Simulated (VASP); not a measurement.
# Sr15O17 (a cell with a defect) in VASP: relaxation of the atoms with PBE

Aim: the relaxation of the atoms of Sr15O17 (a cell with a defect) with PBE.

Everything below comes from runs of VASP 6.6.1. Logs are shortened: lines on timing, memory, paths and dates and some standing lists are left out, and cuts for length are marked.

**1. The cell of the first run**

The cell holds a defect, 32 atoms: a = 8.998 Å, b = 8.998 Å, c = 8.998 Å, α = 109.47°, β = 109.47°, γ = 109.47°.

**2. Relaxation of the atoms, PBE**

File INCAR:

```
SYSTEM = Sr15O17
  PREC = Accurate
  ENCUT = 520
  EDIFF = 1E-7
  ISMEAR = 0
  SIGMA = 0.01
  LREAL = Auto
  LASPH = .TRUE.
  NELM = 80
  ALGO = Normal
  ISIF = 2
  LWAVE = .FALSE.
  LCHARG = .FALSE.
  GGA = PE
  IBRION = 2
  NSW = 65
  EDIFFG = -0.025
  NELECT = 250.0
  KPAR = 2
```

File KPOINTS:

```
Automatic mesh
0
Gamma
  2 2 2
  0.5 0.5 0.5
```

File POSCAR:

```
Sr15O17
1.0
   -5.1949040414      5.1949040414      5.1949040414
    5.1949040414     -5.1949040414      5.1949040414
    5.1949040414      5.1949040414     -5.1949040414
O Sr
17 15
Direct
    0.5000000000      0.7500000000      0.2500000000
    0.5000000000      0.4807691540     -0.0192308460
    0.5000000000      0.7500000000      0.7500000000
    0.5000000000      0.0192308460      0.5192308460
    0.7500000000      0.2500000000      0.0000000000
    0.5000000000      0.2500000000      0.2500000000
    0.7500000000      0.5000000000      0.7500000000
    0.7692308460      0.7500000000      0.5192308460
    0.0000000000      0.0000000000      0.0000000000
    0.7692308460      0.0192308460      0.2500000000
    0.0000000000      0.2500000000      0.7500000000
    0.0000000000      0.5000000000      0.5000000000
    0.2307691540      0.7500000000     -0.0192308460
    0.0000000000      0.7500000000      0.2500000000
    0.2500000000      0.0000000000      0.7500000000
    0.2500000000      0.2500000000      0.5000000000
    0.2307691540      0.4807691540      0.2500000000
    0.5000000000     -0.0030572786      0.0030572786
    0.5000000000      0.2500000000      0.7500000000
    0.7469427214      0.5030572786      0.2500000000
    0.5000000000      0.5030572786      0.4969427214
    0.7469427214      0.7500000000      0.0030572786
    0.7469427214     -0.0030572786      0.7438854427
    0.0000000000      0.2500000000      0.2500000000
    0.7469427214      0.2438854427      0.4969427214
    0.0061145573      0.5030572786      0.0030572786
    0.0000000000      0.7500000000      0.7500000000
    0.2530572786     -0.0030572786      0.2500000000
   -0.0061145573     -0.0030572786      0.4969427214
    0.2530572786      0.2561145573      0.0030572786
    0.2530572786      0.5030572786      0.7561145573
    0.2530572786      0.7500000000      0.4969427214
```

Potentials or basis: VASP PAW PBE potentials, release 64 (O, Sr_sv).

Command:

```bash
cat potpaw_PBE.64/O/POTCAR potpaw_PBE.64/Sr_sv/POTCAR > POTCAR
mpirun -np 4 vasp_std > vasp.out
```

OUTCAR:

```text
SYSTEM = Sr15O17
   PREC = Accurate
   ENCUT = 520
   EDIFF = 1E-7
   ISMEAR = 0
   LREAL = Auto
   LASPH = .TRUE.
   NELM = 80
   ISIF = 2
   GGA = PE
   IBRION = 2
   NSW = 65
   EDIFFG = -0.025
   NELECT = 250.0

 ion  position               nearest neighbor table
   1  0.500  0.750  0.250-
   2  0.500  0.481  0.981-  19 2.40  30 2.58  31 2.58  20 2.58  22 2.58
   3  0.500  0.750  0.750-  18 2.60  21 2.60  22 2.60  32 2.60  31 2.60  23 2.60
   4  0.500  0.019  0.519-  19 2.40  25 2.58  23 2.58  28 2.58  32 2.58
   5  0.750  0.250  0.000-  19 2.60  24 2.60  20 2.63  18 2.63  23 2.63  26 2.63
   6  0.500  0.250  0.250-  18 2.60  20 2.60  21 2.60  28 2.60  25 2.60  30 2.60
   7  0.750  0.500  0.750-  19 2.60  27 2.60  22 2.63  21 2.63  26 2.63  25 2.63
   8  0.769  0.750  0.519-  27 2.40  29 2.58  23 2.58  21 2.58  20 2.58
   9  0.000  0.000  0.000-  24 2.60  27 2.60  28 2.63  22 2.63  23 2.63  30 2.63
  10  0.769  0.019  0.250-  24 2.40  25 2.58  29 2.58  22 2.58  18 2.58
  11  0.000  0.250  0.750-  23 2.60  25 2.60  26 2.60  29 2.60  30 2.60  31 2.60
  12  0.000  0.500  0.500-  24 2.60  27 2.60  20 2.63  32 2.63  31 2.63  25 2.63
  13  0.231  0.750  0.981-  27 2.40  26 2.58  31 2.58  28 2.58  18 2.58
  14  0.000  0.750  0.250-  20 2.60  22 2.60  28 2.60  32 2.60  29 2.60  26 2.60
  15  0.250  0.000  0.750-  19 2.60  27 2.60  18 2.63  32 2.63  30 2.63  29 2.63
  16  0.250  0.250  0.500-  19 2.60  24 2.60  28 2.63  21 2.63  29 2.63  31 2.63
  17  0.231  0.481  0.250-  24 2.40  26 2.58  30 2.58  21 2.58  32 2.58
  18  0.500  0.997  0.003-  10 2.58  13 2.58   3 2.60   6 2.60  15 2.63   5 2.63  22 3.63  28 3.63
[... 15 lines left out ...]
  26  0.006  0.503  0.003-  13 2.58  17 2.58  11 2.60  14 2.60   5 2.63   7 2.63  30 3.63  31 3.63
                            28 3.63  32 3.63  24 3.67  27 3.67  19 3.72  23 3.72  25 3.72  22 3.72
  27  0.000  0.750  0.750-   8 2.40  13 2.40   9 2.60  12 2.60   7 2.60  15 2.60  18 3.67  28 3.67
                            20 3.67  21 3.67  29 3.67  31 3.67  26 3.67  23 3.67  22 3.72  32 3.72
  28  0.253  0.997  0.250-   4 2.58  13 2.58   6 2.60  14 2.60   9 2.63  16 2.63  18 3.63  25 3.63
                            26 3.63  32 3.63  19 3.67  27 3.67  24 3.72  21 3.72  22 3.72  30 3.72
  29  0.994  0.997  0.497-   8 2.58  10 2.58  11 2.60  14 2.60  15 2.63  16 2.63  23 3.63  25 3.63
                            20 3.63  22 3.63  24 3.67  27 3.67  19 3.72  31 3.72  30 3.72  28 3.72
  30  0.253  0.256  0.003-   2 2.58  17 2.58  11 2.60   6 2.60  15 2.63   9 2.63  26 3.63  31 3.63
                            20 3.63  21 3.63  19 3.67  24 3.67  27 3.72  29 3.72  23 3.72  18 3.72
  31  0.253  0.503  0.756-   2 2.58  13 2.58  11 2.60   3 2.60  12 2.63  16 2.63  26 3.63  30 3.63
                            18 3.63  22 3.63  27 3.67  19 3.67  24 3.72  29 3.72  25 3.72  32 3.72
  32  0.253  0.750  0.497-   4 2.58  17 2.58  14 2.60   3 2.60  15 2.63  12 2.63  21 3.63  28 3.63
                            26 3.63  23 3.63  19 3.67  24 3.67  27 3.72  18 3.72  20 3.72  29 3.72

  LATTYP: Found a body centered cubic cell.
 ALAT       =    10.3898080828

  Lattice vectors:

 A1 = (  -5.1949040414,   5.1949040414,   5.1949040414)
 A2 = (   5.1949040414,  -5.1949040414,   5.1949040414)
 A3 = (   5.1949040414,   5.1949040414,  -5.1949040414)

Analysis of symmetry for initial positions (statically):
=====================================================================
 Subroutine PRICEL returns:
 Original cell was already a primitive cell.

 Routine SETGRP: Setting up the symmetry group for a
 body centered cubic supercell.

 Subroutine GETGRP returns: Found 48 space group operations
 (whereof  8 operations were pure point group operations)
 out of a pool of 48 trial point group operations.

The static configuration has the point symmetry D_2d.
 The point group associated with its full space group is O_h .

Analysis of symmetry for dynamics (positions and initial velocities):
=====================================================================
 Subroutine PRICEL returns:
 Original cell was already a primitive cell.

 Routine SETGRP: Setting up the symmetry group for a
 body centered cubic supercell.

 Subroutine GETGRP returns: Found 48 space group operations
 (whereof  8 operations were pure point group operations)
 out of a pool of 48 trial point group operations.

The dynamic configuration has the point symmetry D_2d.
 The point group associated with its full space group is O_h .

 Subroutine INISYM returns: Found 48 space group operations
 (whereof  8 operations are pure point group operations),
 and found     1 'primitive' translations

----------------------------------------------------------------------------------------

                                     Primitive cell

  volume of cell :     560.7801

  direct lattice vectors                    reciprocal lattice vectors
    -5.194904041  5.194904041  5.194904041     0.000000000  0.096248169  0.096248169
     5.194904041 -5.194904041  5.194904041     0.096248169  0.000000000  0.096248169
     5.194904041  5.194904041 -5.194904041     0.096248169  0.096248169  0.000000000

[... 73 lines left out ...]

 KPOINTS: Automatic mesh

Automatic generation of k-mesh.
 Grid dimensions read from file:
 generate k-points for:    2    2    2

 Generating k-lattice:

  Cartesian coordinates                     Fractional coordinates (reciprocal lattice)
     0.000000000  0.048124084  0.048124084     0.500000000  0.000000000  0.000000000
     0.048124084  0.000000000  0.048124084     0.000000000  0.500000000  0.000000000
     0.048124084  0.048124084  0.000000000     0.000000000  0.000000000  0.500000000

  Length of vectors
     0.068057733  0.068057733  0.068057733

  Shift w.r.t. Gamma in fractional coordinates (k-lattice)
     0.500000000  0.500000000  0.500000000

 Subroutine IBZKPT returns following result:
 ===========================================

 Found      2 irreducible k-points:

 Following reciprocal coordinates:
            Coordinates               Weight
  0.250000  0.250000  0.250000      2.000000
 -0.250000  0.250000  0.250000      6.000000
   k-points           NKPTS =      2   k-points in BZ     NKDIM =      2   number of bands    NBANDS=    150
   number of dos      NEDOS =    301   number of ions     NIONS =     32
   total plane-waves  NPLWV = 343000
   dimension x,y,z NGX =    70 NGY =   70 NGZ =   70
   dimension x,y,z NGXF=   140 NGYF=  140 NGZF=  140
   ions per type =              17  15
   NGX,Y,Z   is equivalent  to a cutoff of  12.93, 12.93, 12.93 a.u.
   NGXF,Y,Z  is equivalent  to a cutoff of  25.87, 25.87, 25.87 a.u.
 SYSTEM =  Sr15O17
   PREC   = accura    normal or accurate (medium, high low for compatibility)
   ISTART =      0    job   : 0-new  1-cont  2-samecut
   ICHARG =      2    charge: 1-file 2-atom 10-const
   ISPIN  =      1    spin polarized calculation?
   LNONCOLLINEAR =      F non collinear calculations
   LSORBIT =      F    spin-orbit coupling
   LASPH  =      T    aspherical Exc in radial PAW
   ENCUT  =  520.0 eV  38.22 Ry    6.18 a.u.  16.73 16.73 16.73*2*pi/ulx,y,z
   NELM   =     80;   NELMIN=  2; NELMDL= -5     # of ELM steps
   EDIFF  = 0.1E-06   stopping-criterion for ELM
   LREAL  =      T    real-space projection
   EDIFFG = -.3E-01   stopping-criterion for IOM
   NSW    =     65    number of steps for IOM
   IBRION =      2    ionic relax: 0-MD 1-quasi-New 2-CG
   NFREE  =      1    steps in history (QN), initial steepest desc. (CG)
   ISIF   =      2    stress and relaxation
   ISYM   =      2    0-nonsym 1-usesym 2-fastsym
   POTIM  = 0.5000    time-step for ionic-motion
   TEBEG  =    0.0;   TEEND  =   0.0 temperature during run
   PSTRESS=    0.0 pullay stress
   NELECT =     250.0000    total number of electrons
   NUPDOWN=      -1.0000    fix difference up-down
   EMIN   =  10.00;   EMAX   =-10.00  energy-range for DOS
   EFERMI =   0.00;   METHOD = LEGACY
   ISMEAR =     0;   SIGMA  =   0.01  broadening in eV -4-tet -1-fermi 0-gaus
   EFERMI_NEDOS =   21; number of points for ismear=-14 and -15
   IALGO  =     38    algorithm
   IMIX   =      4    mixing-type and parameters
     AMIX     =   0.40;   BMIX     =  1.00
     AMIX_MAG =   1.60;   BMIX_MAG =  1.00
  volume/ion in A,a.u.               =      17.52       118.26
  Fermi-wavevector in a.u.,A,eV,Ry     =   1.250616  2.363322 21.280061  1.564040
  Thomas-Fermi vector in A             =   2.384602
   LORBIT       =      0    0 simple, 1 ext, 2 COOP (PROOUT), +10 PAW based schemes
   GGA     = PE    functional components
   LHFCALC =     F    Hartree Fock is set to
   AEXX    =    0.0000 exact exchange contribution
   IVDW    =     0    specifies the selected vdW correction
   LEPSILON=     F    determine dielectric tensor
   LRPA    =     F    only Hartree local field effects (RPA)
 conjugate gradient relaxation of ions
 non-spin polarized calculation
 Gauss-broadening in eV      SIGMA  =   0.01
  energy-cutoff  :      520.00
  volume of cell :      560.78
 maximum number of plane-waves:     15140
 NGX is ok and might be reduce to    70
   NGX = 33   NGY = 33   NGZ = 33

--------------------------------------- Ionic step        1  -------------------------------------------

 number of electron     249.9999927 magnetization

 Free energy of the ion-electron system (eV)
  ---------------------------------------------------
  ext. energy  EPLUGINS =         0.00000000
  ---------------------------------------------------
  free energy    TOTEN  =      -188.48124368 eV

  energy without entropy =     -188.46675141  energy(sigma->0) =     -188.47399755

------------------------ aborting loop because EDIFF is reached ----------------------------------------

  FORCE on cell =-STRESS in cart. coord.  units (eV):
  Direction    XX          YY          ZZ          XY          YZ          ZX
  --------------------------------------------------------------------------------------
  -------------------------------------------------------------------------------------
  Total       -9.4661223     -9.4661223     -9.4661223      0.0000000      0.0000000      0.0000000
  in kB      -27.0451947    -27.0451947    -27.0451947      0.0000000      0.0000000      0.0000000
  external PRESSURE =     -27.0451947 kB  Pullay stress =       0.0000000 kB
[... 185 lines left out ...]
--------------------------------------- Ionic step        4  -------------------------------------------

 number of electron     249.9999925 magnetization

 Free energy of the ion-electron system (eV)
  ---------------------------------------------------
  ext. energy  EPLUGINS =         0.00000000
  ---------------------------------------------------
  free energy    TOTEN  =      -188.51843754 eV

  energy without entropy =     -188.50504813  energy(sigma->0) =     -188.51174283

 E-fermi :   0.9281     XC(G=0):  -9.6754

 val. band max:        0.9249323427   @ k =   0.2500   0.2500   0.2500
 cond. band min:       0.9327462415   @ k =  -0.2500   0.2500   0.2500
 fundamental gap:      0.0078138988
 Fermi energy:         0.9280540204

 k-point     1 :       0.2500    0.2500    0.2500
  band No.  band energies     occupation
      1     -31.1820      2.00000
      2     -31.1733      2.00000
      3     -31.1733      2.00000
      4     -31.1733      2.00000
      5     -31.1198      2.00000
      6     -31.1198      2.00000
[... 129 lines left out ...]
    136       6.6490      0.00000
    137       6.6490      0.00000

 k-point     2 :      -0.2500    0.2500    0.2500
  band No.  band energies     occupation
      1     -31.2042      2.00000
      2     -31.1620      2.00000
      3     -31.1620      2.00000
      4     -31.1446      2.00000
      5     -31.1316      2.00000
      6     -31.1316      2.00000
[... 129 lines left out ...]
    136       6.8967      0.00000
    137       7.1294      0.00000
 [bands above 137 left out]

------------------------ aborting loop because EDIFF is reached ----------------------------------------

  FORCE on cell =-STRESS in cart. coord.  units (eV):
  Direction    XX          YY          ZZ          XY          YZ          ZX
  --------------------------------------------------------------------------------------
  -------------------------------------------------------------------------------------
  Total       -9.4871544     -9.4871544     -9.4871544     -0.0000000     -0.0000000     -0.0000000
  in kB      -27.1052845    -27.1052845    -27.1052845     -0.0000000     -0.0000000     -0.0000000
  external PRESSURE =     -27.1052845 kB  Pullay stress =       0.0000000 kB
[... 47 lines left out ...]
  FREE ENERGIE OF THE ION-ELECTRON SYSTEM (eV)
  ---------------------------------------------------
  free  energy   TOTEN  =      -188.5184375399 eV

  energy  without entropy=     -188.5050481277  energy(sigma->0) =     -188.51174283

 reached required accuracy - stopping structural energy minimisation
```

It took 26 min on 4 MPI ranks of AMD EPYC 7R43 (Zen 3), shared host; peak memory 0.47 GiB.

What came out:

| Property | Result |
| --- | --- |
| Free energy | -188.5184 eV |
| Energy gained by relaxing | 1.2 meV/atom |
| Ionic steps | 4 |
| Largest force after relaxing | 0.003 eV/Å |

Forces in eV/Å, atoms in the order of the input:
```
O    0.000  0.000  0.000
O    0.003  0.000  0.000
O    0.000  0.000  0.000
O   -0.003  0.000  0.000
O    0.000  0.000  0.000
O    0.000  0.000  0.000
O    0.000  0.000  0.000
O    0.000 -0.003  0.000
O    0.000  0.000  0.000
O    0.000  0.000 -0.003
O    0.000  0.000  0.000
O    0.000  0.000  0.000
O    0.000  0.003  0.000
O    0.000  0.000  0.000
O    0.000  0.000  0.000
O    0.000  0.000  0.000
O    0.000  0.000  0.003
Sr   0.000  0.000  0.000
Sr   0.000  0.000  0.000
Sr   0.000  0.000  0.000
Sr   0.000  0.000  0.000
Sr   0.000  0.000  0.000
Sr   0.000  0.000  0.000
Sr   0.000  0.000  0.000
Sr   0.000  0.000  0.000
Sr   0.000  0.000  0.000
Sr   0.000  0.000  0.000
Sr   0.000  0.000  0.000
Sr   0.000  0.000  0.000
Sr   0.000  0.000  0.000
Sr   0.000  0.000  0.000
Sr   0.000  0.000  0.000
```

The path:
```csv
step,energy change (eV),largest force (eV/Å),pressure (GPa)
1,0.0000,0.2161,-2.70
2,-0.0223,0.1372,-2.71
3,-0.0364,0.0307,-2.71
4,-0.0372,0.0031,-2.71
```

Final structure:
```
O Sr
1.0
    -5.19490    5.19490    5.19490
     5.19490   -5.19490    5.19490
     5.19490    5.19490   -5.19490
O Sr
17 15
Direct
  0.50000 0.75000 0.25000
  0.50000 0.48070 0.98070
  0.50000 0.75000 0.75000
  0.50000 0.01930 0.51930
  0.75000 0.25000 0.00000
  0.50000 0.25000 0.25000
  0.75000 0.50000 0.75000
  0.76930 0.75000 0.51930
  0.00000 0.00000 0.00000
  0.76930 0.01930 0.25000
  0.00000 0.25000 0.75000
  0.00000 0.50000 0.50000
  0.23070 0.75000 0.98070
  0.00000 0.75000 0.25000
  0.25000 0.00000 0.75000
  0.25000 0.25000 0.50000
  0.23070 0.48070 0.25000
  0.50000 0.99501 0.00499
  0.50000 0.25000 0.75000
  0.74501 0.50499 0.25000
  0.50000 0.50499 0.49501
  0.74501 0.75000 0.00499
  0.74501 0.99501 0.74003
  0.00000 0.25000 0.25000
  0.74501 0.24003 0.49501
  0.00997 0.50499 0.00499
  0.00000 0.75000 0.75000
  0.25499 0.99501 0.25000
  0.99003 0.99501 0.49501
  0.25499 0.25997 0.00499
  0.25499 0.50499 0.75997
  0.25499 0.75000 0.49501
```

Caveat: the k points lie up to 0.43 Å⁻¹ apart; the cell carries a net charge on a neutralising background, which shifts energy and pressure; the cell is charged against a uniform background, so pressure and absolute levels hang on convention.
